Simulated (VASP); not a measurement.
# Cd (R-3m) in VASP: a series of runs

The runs below take Cd through single point, with LDA.

Everything below comes from runs of VASP 6.6.1. Logs are shortened: lines on timing, memory, paths and dates and some standing lists are left out, and cuts for length are marked.

**1. The cell of the first run**

The structure is trigonal, space group R-3m (No. 166). Conventional cell: a = 4.339 Å, b = 4.339 Å, c = 10.628 Å, α = 90.00°, β = 90.00°, γ = 120.00°. Within 2.5 Å of Cd (site symmetry 3m) lie 1 Cd at 1.86 Å.

**2. Single point, LDA (shortest bond scaled by 0.7)**

File INCAR:

```
ALGO     = Normal         # electronic algorithm
EDIFF    = 1E-6           # SCF threshold, eV
ENCUT    = 520            # plane-wave cutoff, eV
ISIF     = 2              # what is computed and relaxed
ISMEAR   = -1             # smearing method
LASPH    = T              # aspherical terms in the spheres
LCHARG   = F              # write CHGCAR
LREAL    = F              # projectors in reciprocal space
LWAVE    = F              # write WAVECAR
NBANDS   = 19             # bands
NELM     = 100            # most SCF steps
PREC     = Accurate       # precision mode
SIGMA    = 0.05           # smearing width, eV
```

File KPOINTS:

```
k-points
0
Gamma
  9 9 9
```

File POSCAR:

```
Cd
1.0
    0.0000000000      3.0681618156      3.0681618156
    3.0681618156      0.0000000000      3.0681618156
    3.0681618156      3.0681618156      0.0000000000
Cd
2
Direct
   -0.2375000000     -0.0875000000     -0.0875000000
    0.2375000000      0.0875000000      0.0875000000
```

Potentials or basis: VASP PAW LDA potentials, release 64 (Cd).

Command:

```
$ cat potpaw_LDA.64/Cd/POTCAR > POTCAR
$ mpirun -np 1 vasp_std > vasp.out
```

OUTCAR:

```text
EDIFF = 1E-6
   ENCUT = 520
   ISIF = 2
   ISMEAR = -1
   LASPH = T
   LREAL = F
   NELM = 100
   PREC = Accurate

 ion  position               nearest neighbor table
   1  0.763  0.913  0.913-   2 1.86   2 3.02   2 3.02   2 3.02
   2  0.237  0.087  0.087-   1 1.86   1 3.02   1 3.02   1 3.02

 -----------------------------------------------------------------------------
|                                                                             |
|           W    W    AA    RRRRR   N    N  II  N    N   GGGG   !!!           |
|           W    W   A  A   R    R  NN   N  II  NN   N  G    G  !!!           |
|           W    W  A    A  R    R  N N  N  II  N N  N  G       !!!           |
|           W WW W  AAAAAA  RRRRR   N  N N  II  N  N N  G  GGG   !            |
|           WW  WW  A    A  R   R   N   NN  II  N   NN  G    G                |
|           W    W  A    A  R    R  N    N  II  N    N   GGGG   !!!           |
|                                                                             |
|     The distance between some ions is very small. Please check the          |
|     nearest-neighbor list in the OUTCAR file.                               |
|     I HOPE YOU KNOW WHAT YOU ARE DOING!                                     |
|                                                                             |
 -----------------------------------------------------------------------------

  LATTYP: Found a face centered cubic cell.
 ALAT       =     6.1363236312

  Lattice vectors:

 A1 = (   0.0000000000,   3.0681618156,   3.0681618156)
 A2 = (   3.0681618156,   0.0000000000,   3.0681618156)
 A3 = (   3.0681618156,   3.0681618156,   0.0000000000)

Analysis of symmetry for initial positions (statically):
=====================================================================
 Subroutine PRICEL returns:
 Original cell was already a primitive cell.

 Routine SETGRP: Setting up the symmetry group for a
 face centered cubic supercell.

 Subroutine GETGRP returns: Found 12 space group operations
 (whereof  4 operations were pure point group operations)
 out of a pool of 48 trial point group operations.

The static configuration has the point symmetry C_2h.
 The point group associated with its full space group is D_3d.

Analysis of symmetry for dynamics (positions and initial velocities):
=====================================================================
 Subroutine PRICEL returns:
 Original cell was already a primitive cell.

 Routine SETGRP: Setting up the symmetry group for a
 face centered cubic supercell.

 Subroutine GETGRP returns: Found 12 space group operations
 (whereof  4 operations were pure point group operations)
 out of a pool of 48 trial point group operations.

The dynamic configuration has the point symmetry C_2h.
 The point group associated with its full space group is D_3d.

 Subroutine INISYM returns: Found 12 space group operations
 (whereof  4 operations are pure point group operations),
 and found     1 'primitive' translations

----------------------------------------------------------------------------------------

                                     Primitive cell

  volume of cell :      57.7650

  direct lattice vectors                    reciprocal lattice vectors
     0.000000000  3.068161816  3.068161816    -0.162964025  0.162964025  0.162964025
     3.068161816  0.000000000  3.068161816     0.162964025 -0.162964025  0.162964025
     3.068161816  3.068161816  0.000000000     0.162964025  0.162964025 -0.162964025

  length of vectors
     4.339036051  4.339036051  4.339036051     0.282261972  0.282261972  0.282261972

  position of ions in fractional coordinates (direct lattice)
     0.762500000  0.912500000  0.912500000
     0.237500000  0.087500000  0.087500000

  ion indices of the primitive-cell ions
   primitive index   ion index
                 1           1
                 2           2

----------------------------------------------------------------------------------------

 KPOINTS: k-points

Automatic generation of k-mesh.
 Grid dimensions read from file:
 generate k-points for:    9    9    9

 Generating k-lattice:

  Cartesian coordinates                     Fractional coordinates (reciprocal lattice)
    -0.018107114  0.018107114  0.018107114     0.111111111  0.000000000  0.000000000
     0.018107114 -0.018107114  0.018107114     0.000000000  0.111111111  0.000000000
     0.018107114  0.018107114 -0.018107114     0.000000000  0.000000000  0.111111111

  Length of vectors
     0.031362441  0.031362441  0.031362441

  Shift w.r.t. Gamma in fractional coordinates (k-lattice)
     0.000000000  0.000000000  0.000000000

 Subroutine IBZKPT returns following result:
 ===========================================

 Found     85 irreducible k-points:

 Following reciprocal coordinates:
            Coordinates               Weight
  0.000000  0.000000  0.000000      1.000000
  0.111111  0.000000  0.000000      2.000000
  0.000000  0.111111  0.000000      6.000000
  0.222222  0.000000  0.000000      2.000000
  0.000000  0.222222  0.000000      6.000000
  0.333333  0.000000  0.000000      2.000000
[... 16 lines left out ...]
 -0.333333  0.111111  0.000000      6.000000
  0.000000 -0.333333  0.111111     12.000000
 [... further k-points ...]
   k-points           NKPTS =     85   k-points in BZ     NKDIM =     85   number of bands    NBANDS=     19
   number of dos      NEDOS =    301   number of ions     NIONS =      2
   total plane-waves  NPLWV =  32768
   dimension x,y,z NGX =    32 NGY =   32 NGZ =   32
   dimension x,y,z NGXF=    64 NGYF=   64 NGZF=   64
   ions per type =               2
   NGX,Y,Z   is equivalent  to a cutoff of  12.26, 12.26, 12.26 a.u.
   NGXF,Y,Z  is equivalent  to a cutoff of  24.52, 24.52, 24.52 a.u.
 SYSTEM =  unknown system
   PREC   = accura    normal or accurate (medium, high low for compatibility)
   ISTART =      0    job   : 0-new  1-cont  2-samecut
   ICHARG =      2    charge: 1-file 2-atom 10-const
   ISPIN  =      1    spin polarized calculation?
   LNONCOLLINEAR =      F non collinear calculations
   LSORBIT =      F    spin-orbit coupling
   LASPH  =      T    aspherical Exc in radial PAW
   ENCUT  =  520.0 eV  38.22 Ry    6.18 a.u.   8.07  8.07  8.07*2*pi/ulx,y,z
   NELM   =    100;   NELMIN=  2; NELMDL= -5     # of ELM steps
   EDIFF  = 0.1E-05   stopping-criterion for ELM
   LREAL  =      F    real-space projection
   EDIFFG = 0.1E-04   stopping-criterion for IOM
   NSW    =      0    number of steps for IOM
   IBRION =     -1    ionic relax: 0-MD 1-quasi-New 2-CG
   NFREE  =      0    steps in history (QN), initial steepest desc. (CG)
   ISIF   =      2    stress and relaxation
   ISYM   =      2    0-nonsym 1-usesym 2-fastsym
   POTIM  = 0.5000    time-step for ionic-motion
   TEBEG  =    0.0;   TEEND  =   0.0 temperature during run
   PSTRESS=    0.0 pullay stress
   NELECT =      24.0000    total number of electrons
   NUPDOWN=      -1.0000    fix difference up-down
   EMIN   =  10.00;   EMAX   =-10.00  energy-range for DOS
   EFERMI =   0.00;   METHOD = LEGACY
   ISMEAR =    -1;   SIGMA  =   0.05  broadening in eV -4-tet -1-fermi 0-gaus
   EFERMI_NEDOS =   21; number of points for ismear=-14 and -15
   IALGO  =     38    algorithm
   IMIX   =      4    mixing-type and parameters
     AMIX     =   0.40;   BMIX     =  1.00
     AMIX_MAG =   1.60;   BMIX_MAG =  1.00
  volume/ion in A,a.u.               =      28.88       194.91
  Fermi-wavevector in a.u.,A,eV,Ry     =   1.221585  2.308461 20.303561  1.492270
  Thomas-Fermi vector in A             =   2.356762
   LORBIT       =      0    0 simple, 1 ext, 2 COOP (PROOUT), +10 PAW based schemes
   GGA     = CA    functional components
   LHFCALC =     F    Hartree Fock is set to
   AEXX    =    0.0000 exact exchange contribution
   IVDW    =     0    specifies the selected vdW correction
   LEPSILON=     F    determine dielectric tensor
   LRPA    =     F    only Hartree local field effects (RPA)
 non-spin polarized calculation
  energy-cutoff  :      520.00
  volume of cell :       57.77
 maximum number of plane-waves:      1580
   NGX = 17   NGY = 17   NGZ = 17

 number of electron      23.9999996 magnetization

 Free energy of the ion-electron system (eV)
  ---------------------------------------------------
  ext. energy  EPLUGINS =         0.00000000
  ---------------------------------------------------
  free energy    TOTEN  =         4.59992132 eV

  energy without entropy =        4.60585805  energy(sigma->0) =        4.60288969

 E-fermi :   0.8885     XC(G=0):  -9.5681

 val. band max:        0.8095992241   @ k =   0.1111   0.4444   0.3333
 cond. band min:       0.9040260269   @ k =  -0.4444   0.3333   0.0000
 fundamental gap:      0.0944268027
 Fermi energy:         0.8885393658

 k-point     1 :       0.0000    0.0000    0.0000
  band No.  band energies     occupation
      1     -11.9231      2.00000
      2     -10.8456      2.00000
      3     -10.8456      2.00000
      4      -8.8688      2.00000
      5      -8.8688      2.00000
      6      -7.8929      2.00000
[... 11 lines left out ...]
     18       9.4910      0.00000
     19       9.7546      0.00000

 k-point     2 :       0.1111    0.0000    0.0000
  band No.  band energies     occupation
      1     -11.9482      2.00000
      2     -10.8776      2.00000
      3     -10.8776      2.00000
      4      -8.8324      2.00000
      5      -8.8324      2.00000
      6      -7.9464      2.00000
[... 11 lines left out ...]
     18       9.6943      0.00000
     19      10.9472      0.00000

 k-point     3 :       0.0000    0.1111    0.0000
  band No.  band energies     occupation
      1     -11.9308      2.00000
      2     -10.8705      2.00000
      3     -10.8440      2.00000
      4      -8.8686      2.00000
      5      -8.8467      2.00000
      6      -7.9204      2.00000
[... 434 lines left out ...]
      1     -12.0998      2.00000
      2     -11.0565      2.00000
      3     -11.0171      2.00000
      4      -8.8262      2.00000
      5      -8.8008      2.00000
      6      -7.9524      2.00000
[... 11 lines left out ...]
     18      10.8818      0.00000
     19      11.3561      0.00000

 k-point    24 :       0.0000   -0.3333    0.1111
  band No.  band energies     occupation
      1     -11.9797      2.00000
      2     -11.0028      2.00000
      3     -10.8509      2.00000
      4      -8.8592      2.00000
      5      -8.7572      2.00000
      6      -8.0160      2.00000
[... 11 lines left out ...]
     18      10.5665      0.00000
     19      11.6876      0.00000

 [... further k-points ...]

------------------------ aborting loop because EDIFF is reached ----------------------------------------

  FORCE on cell =-STRESS in cart. coord.  units (eV):
  Direction    XX          YY          ZZ          XY          YZ          ZX
  --------------------------------------------------------------------------------------
  -------------------------------------------------------------------------------------
  Total       16.9397556     16.9397556     16.9397556    -18.6120184     18.6120184    -18.6120184
  in kB      469.8431991    469.8431991    469.8431991   -516.2252905    516.2252905   -516.2252905
  external PRESSURE =     469.8431991 kB  Pullay stress =       0.0000000 kB

 VOLUME and BASIS-vectors are now :
 -----------------------------------------------------------------------------
  energy-cutoff  :      520.00
  volume of cell :       57.77
      direct lattice vectors                 reciprocal lattice vectors
     0.000000000  3.068161816  3.068161816    -0.162964025  0.162964025  0.162964025
     3.068161816  0.000000000  3.068161816     0.162964025 -0.162964025  0.162964025
     3.068161816  3.068161816  0.000000000     0.162964025  0.162964025 -0.162964025

 POSITION                                       TOTAL-FORCE (eV/Angst)
 -----------------------------------------------------------------------------------
      5.59940      5.13917      5.13917       -17.255146     17.255146     17.255146
      0.53693      0.99715      0.99715        17.255146    -17.255146    -17.255146
 -----------------------------------------------------------------------------------
    total drift:                               -0.000000     -0.000000     -0.000000

  FREE ENERGIE OF THE ION-ELECTRON SYSTEM (eV)
  ---------------------------------------------------
  free  energy   TOTEN  =         4.5999213231 eV

  energy  without entropy=        4.6058580514  energy(sigma->0) =        4.60288969
```

Run time: 56 s. Hardware: 1 thread of Intel Xeon 8259CL, shared host; peak memory 0.2 GiB.

What came out:

| Property | Result |
| --- | --- |
| Free energy | 4.5999 eV |
| Pressure | 47.0 GPa |
| Largest force | 29.887 eV/Å |
| Band gap on the k mesh | zero (bands 12 and 13 overlap by 4.98 eV) |

Forces on the atoms (eV/Å):
```
Cd  -17.255  17.255  17.255
Cd   17.255 -17.255 -17.255
```

Levels at points of the mesh, in eV from the Fermi level:
| k point | band 9 | band 10 | band 11 | band 12 | band 13 | band 14 | band 15 | band 16 |
| --- | --- | --- | --- | --- | --- | --- | --- | --- |
| (0.00, 0.00, 0.00) | -7.96 | -7.53 | -7.26 | 4.25 | 5.34 | 5.34 | 6.48 | 6.86 |

Caveat: the cell differs from its parent crystal (shortest bond scaled by 0.7); atoms lie so close that the PAW spheres overlap strongly, which falsifies energies and pressures; the cell stands under pressure; forces of over 1 eV/Å act on the atoms, so gaps and moduli don't describe the material at rest.

[end of part 1 of 3]

The gap in the log of VASP goes by the Fermi energy; the results here count the filled bands.